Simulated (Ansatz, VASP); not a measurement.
**Two plane-wave programs on ZnO**

```xyz
2
Lattice="0.0000 2.1045 2.1713 2.1045 0.0000 2.1713 2.1045 2.1045 0.0000" Properties=species:S:1:pos:R:3 pbc="T T T"
Zn    0.0000    0.0000    0.0000
O     2.1045    2.1045    2.1713
```

Change from the starting cell: epitaxial_xy strain -1.4%.

Alike in both runs: task single point; functional PBE; k mesh 10 × 10 × 10; occupations fermi-dirac, width 0.02 eV; no spin polarisation.

|  | VASP | Ansatz |
| --- | --- | --- |
| version | VASP 6.6.1 | Ansatz 0.2.0 |
| potentials or method | VASP PAW PBE potentials, release 64 (Zn, O) | plane waves, PAW |
| plane-wave cutoff (eV) | 520 | 420 |
| valence electrons in the cell | 18 | 18 |

```csv
,VASP,Ansatz,Ansatz less VASP
gap on the k mesh at the Fermi level (eV),0.88,0.91,+0.033
pressure (GPa),11.6,10.3,-1.26
"traceless stress, the component that is largest in VASP (GPa)",-2.88,-2.64,+0.242
```

With one functional, cell and mesh, what is left measures potentials, basis and numerics.
